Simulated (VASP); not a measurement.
A run of VASP 6.6.1:

INCAR

```
SYSTEM = Al48CN48
ALGO = Normal
EDIFF = 1E-6
ENCUT = 520
GGA = PE
GGA_COMPAT = .FALSE.
ISIF = 2
ISMEAR = -1
ISYM = -1
LASPH = .TRUE.
LCHARG = .TRUE.
LELF = .TRUE.
LREAL = Auto
LVHAR = .TRUE.
LWAVE = .FALSE.
NBANDS = 248
NELM = 120
PREC = Accurate
SIGMA = 0.01
```

KPOINTS

```
explicit points
1
Reciprocal
  0.25000000   0.25000000   0.25000000 1
```

File POSCAR:

```
Al48CN48
1.0
    9.3892708211      5.4208981504      0.0000000000
   -9.3892709202      5.4208979788      0.0000000000
    0.0000000000      0.0000000000     10.0348065900
Al N C
48 48 1
Direct
    0.0021000754      0.1688963121      0.2491108292
    0.1702831412      0.0027872012      0.2482091476
    0.3373158877      0.3378469248      0.2469697964
    0.0013468435      0.3316456809      0.4987967906
    0.1719957777      0.1687057361      0.4984470337
    0.3215592237     -0.0240112922      0.5079911885
    0.0024281860      0.1689095104      0.7499781936
    0.1669740183      0.0022628386      0.7497669527
    0.3318979889      0.3368855157      0.7503286048
    0.0017485104      0.3359222721      0.9999640419
    0.1681331401      0.1694213268      0.9999794601
    0.3334212888      0.0013464642      0.9951697914
    0.0015473543      0.6686285794      0.2491113880
    0.1676192496      0.5028560762      0.2485385958
    0.3362130730      0.8383093512      0.2506880698
    0.0021203899      0.8321034301      0.4987556780
    0.1609463501      0.6582843203      0.5005324598
    0.3328132219      0.5043564998      0.4982589437
    0.0011801085      0.6683096245      0.7499856272
    0.1674612646      0.5014958422      0.7504525049
    0.3347863000      0.8327357663      0.7507840179
    0.0018275918      0.8359776143      1.0000043237
    0.1681520892      0.6692316899      1.0000735246
    0.3346749757      0.5034094181      1.0000369275
    0.5017561265      0.1752909806      0.2248745436
    0.6674027302      0.0039402315      0.2506949646
    0.8333378498      0.3343154416      0.2481811438
    0.5018198695      0.3562349855      0.5104300212
    0.6819182559      0.1562751137      0.5079907441
    0.8425675885     -0.0008816807      0.5005223759
    0.5017930772      0.1700395143      0.7475302475
    0.6688242262     -0.0002101387      0.7507764930
    0.8366060612      0.3371076268      0.7497642603
    0.5017865293      0.3407357345      0.9893218411
    0.6701366969      0.1697079403      0.9951660582
    0.8354483837      0.0028687887      1.0000598231
    0.5018166702      0.6701078054      0.2492457094
    0.6663751210      0.5024140985      0.2469146363
    0.8359604038      0.8370522099      0.2485715244
    0.5017972705      0.8347745677      0.4985501968
    0.6707758571      0.6732840971      0.4982365860
    0.8315864280      0.4985525256      0.4984322477
    0.5018066004      0.6691709387      0.7491053724
    0.6716911400      0.5067765879      0.7503422882
    0.8361327248      0.8358284169      0.7504316208
    0.5017963655      0.8359709224      1.0005148592
    0.6689066270      0.6705246889      1.0000000928
    0.8354506657      0.5030858926      0.9999536115
    0.0045524781      0.1670891036      0.4399722390
    0.1720846284     -0.0000585152      0.4404781259
    0.3335593772      0.3393562618      0.4391162854
    0.0012064053      0.3354785367      0.1903692732
    0.1693287647      0.1695608924      0.1907437744
    0.3330999515      0.0018275072      0.1836267818
    0.0017773288      0.1695567281      0.9402761659
    0.1671073963      0.0028090089      0.9389209258
    0.3314226929      0.3365157090      0.9380552007
    0.0014769171      0.3346015756      0.6895423550
    0.1688508313      0.1688524315      0.6889022733
    0.3338986157      0.0005584346      0.6930114676
   -0.0009151646      0.6644226746      0.4399622916
    0.1640055257      0.4968594027      0.4389800263
    0.3252889688      0.8167491701      0.4407902742
    0.0023146917      0.8360553448      0.1904297828
    0.1683293688      0.6698320753      0.1897055180
    0.3344721103      0.5040498171      0.1901110617
    0.0018963796      0.6696245490      0.9403019896
    0.1678864688      0.5026004178      0.9404684517
    0.3350948546      0.8347915793      0.9395771128
    0.0020434979      0.8348975484      0.6895034677
    0.1665887549      0.6669998689      0.6910370883
    0.3342700225      0.5035850009      0.6890653806
    0.5017403663      0.0829494967      0.4275594010
    0.6783126687     -0.0065945076      0.4407904368
    0.8315966807      0.3297026939      0.4404497621
    0.5018052714      0.3452868354      0.1742985099
    0.6703962025      0.1705163793      0.1836350092
    0.8352372430      0.0033047673      0.1896935993
    0.5018149986      0.1700626620      0.9382014766
    0.6685696059      0.0015345221      0.9395688731
    0.8365429268      0.3375312719      0.9389204642
    0.5017723931      0.3405641698      0.6976594790
    0.6696354288      0.1684819838      0.6930322381
    0.8369267405      0.0021741668      0.6910428200
    0.5018556491      0.6681910757      0.4399151919
    0.6701215452      0.5075852599      0.4390838674
    0.8394249750      0.8345637333      0.4389866761
    0.5017673904      0.8367439458      0.1907978656
    0.6690679266      0.6713525557      0.1900662127
    0.8342410351      0.5020308265      0.1907129816
    0.5018285689      0.6694158968      0.9398703684
    0.6722307193      0.5069111445      0.9380637819
    0.8357715937      0.8365210141      0.9404563793
    0.5017639685      0.8356206252      0.6895892159
    0.6692399807      0.6710500738      0.6890682515
    0.8346789996      0.5018044379      0.6888886708
    0.5017875071      0.2043350206      0.4163101481
```

Potentials or basis: VASP PAW PBE potentials, release 64 (Al, N, C).

Run with:

```sh
$ cat potpaw_PBE.64/Al/POTCAR potpaw_PBE.64/N/POTCAR potpaw_PBE.64/C/POTCAR > POTCAR
$ mpirun -np 1 vasp_std > vasp.out
```

Hardware: 1 thread of Intel(R) Xeon(R) 6975P-C (Granite Rapids), on a shared host.

Q: How long does it take, and how much memory?

A: Run time: 8 min on 1 thread of Intel(R) Xeon(R) 6975P-C (Granite Rapids) (shared host), peak memory 1.1 GiB. Counts: scf iterations 16, k points 1.
